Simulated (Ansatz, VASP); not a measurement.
# YPb3: VASP beside Ansatz

```
Y Pb
1.0
     4.80687    0.00000    0.00000
     0.00000    4.80687    0.00000
     0.00000    0.00000    4.80687
Y Pb
1 3
Direct
  0.00000 0.00000 0.00000
  0.00000 0.50000 0.50000
  0.50000 0.00000 0.50000
  0.50000 0.50000 0.00000
```

Change from the starting cell: volume scaled by 0.99.

Alike in both runs: task single point; functional PBEsol; k mesh 8 × 8 × 8; occupations fermi-dirac, width 0.08 eV; no spin polarisation.

|  | VASP | Ansatz |
| --- | --- | --- |
| version | VASP 6.6.1 | Ansatz 0.2.0 |
| potentials or method | VASP PAW PBE potentials, release 64 (Y_sv, Pb_d), cutoff 520 eV | all-electron LAPW, scalar-relativistic |

```tsv
	VASP	Ansatz	Ansatz less VASP
pressure (GPa)	0.0	0.0	+0.08
```

VASP's potentials were made for PBE, not for PBEsol. Ansatz ran all-electron here, and VASP with PAW potentials.

Neither program's run includes spin-orbit coupling.
